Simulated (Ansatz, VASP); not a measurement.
## Rb2YbSn2: VASP beside Ansatz

Contents of POSCAR:

```
Rb2YbSn2
1.0
    0.0000000000      5.2387320000      0.0000000000
    5.2387320000      0.0000000000      0.0000000000
    2.6193660000      2.6193660000     -5.9969750000
Rb Yb Sn
2 1 2
Direct
    0.7500000000      0.2500000000      0.5000000000
    0.2500000000      0.7500000000      0.5000000000
    0.0000000000      0.0000000000      0.0000000000
    0.3750000000      0.3750000000      0.2500000000
    0.6250000000      0.6250000000      0.7500000000
```

The input INCAR.step1:

```
ALGO = Normal
EDIFF = 1E-4
ENCUT = 520
GGA = PE
ISMEAR = -1
LASPH = True
LCHARG = False
LREAL = False
LWAVE = True
NBANDS = 43
NELM = 80
PREC = Accurate
SIGMA = 0.1
```

The input INCAR.step2:

```
ALGO = Normal
EDIFF = 1E-7
ENCUT = 520
ISIF = 2
ISMEAR = -1
ISTART = 1
LASPH = True
LCHARG = True
LELF = True
LMIXTAU = True
LREAL = False
LVHAR = True
LWAVE = False
METAGGA = R2SCAN
NBANDS = 43
NELM = 80
PREC = Accurate
SIGMA = 0.1
```

The input KPOINTS:

```
k-points
0
Gamma
  4 4 4
```

Input for Ansatz:

```yaml
crystal:
  lattice:
    - [0.0, 5.238732, 0.0]
    - [5.238732, 0.0, 0.0]
    - [2.619366, 2.619366, -5.996975]
  atoms:
    - { symbol: Rb, position: [0.75, 0.25, 0.5] }
    - { symbol: Rb, position: [0.25, 0.75, 0.5] }
    - { symbol: Yb, position: [0.0, 0.0, 0.0] }
    - { symbol: Sn, position: [0.375, 0.375, 0.25] }
    - { symbol: Sn, position: [0.625, 0.625, 0.75] }
  symmetry: { tolerance: 0.0003 }
kpoints:
  mp_grid: { grid: [4, 4, 4], shift: [0, 0, 0] }
magnetization:
  spin_polarized: false
scf:
  occupations: { method: fermi_dirac }
hamiltonian:
  pseudopotentials: { kind: paw }
  xc: r2scan
basis:
  ecutwfc: 500
output:
  forces: true
  stress: true
  eigenvalues: true
  write_density: true
  write_potential: true
  elf: true
  volumetric_format: npy
```

Alike in both runs: task single point; functional r2SCAN; k mesh 4 × 4 × 4; no spin polarisation.

|  | VASP | Ansatz |
| --- | --- | --- |
| version | VASP 6.6.1 | Ansatz 0.2.0 |
| potentials or method | VASP PAW PBE potentials, release 64 (Rb_sv, Yb, Sn_d), cutoff 520 eV | PAW plane waves |
| occupations | fermi-dirac, width 0.1 eV | fermi-dirac |
| valence electrons in the cell | 70 | 70 |

|  | VASP | Ansatz | Ansatz less VASP |
| --- | --- | --- | --- |
| gap on the k mesh at the Fermi level (eV) | none | none | - |
| pressure (GPa) | 10.2 | 10.0 | -0.18 |
| traceless stress, the component that is largest in VASP (GPa) | -2.27 | -2.28 | -0.012 |
| rms of the force components (eV/Å) | 1.436 | 1.430 | -0.0052 |

VASP's potentials were made for PBE, not for r2SCAN. Atom by atom the forces differ by 0.005 eV/Å (rms over components). A gap of «none» marks a metal or a gap that the smearing closes.

Neither program's run includes spin-orbit coupling.
